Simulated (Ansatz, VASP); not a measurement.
# One calculation of Os, two programs

```
Os
1.0
     2.77008    0.00000    0.00000
    -1.38504    2.39896    0.00000
     0.00000    0.00000    4.37654
Os
2
Direct
  0.66667 0.33333 0.75000
  0.33333 0.66667 0.25000
```

Alike in both runs: task single point; functional SVWN5; k mesh 11 × 11 × 6; occupations fermi-dirac, width 0.05 eV; no spin polarisation.

|  | VASP | Ansatz |
| --- | --- | --- |
| version | VASP 6.6.1 | Ansatz 0.2.0 |
| potentials or method | VASP PAW PBE potentials, release 64 (Os_sv_GW) | Ansatz PAW |
| plane-wave cutoff (eV) | 560 | 420 |
| valence electrons in the cell | 32 | 32 |

```tsv
	VASP	Ansatz	Ansatz less VASP
gap on the k mesh at the Fermi level (eV)	none	none	-
pressure (GPa)	-25.0	-23.3	+1.63
traceless stress, the component that is largest in VASP (GPa)	-1.03	-1.00	+0.025
```

VASP's potentials were made for PBE, not for SVWN5. A gap of «none» marks a metal or a gap that the smearing closes.

Neither program's run includes spin-orbit coupling.
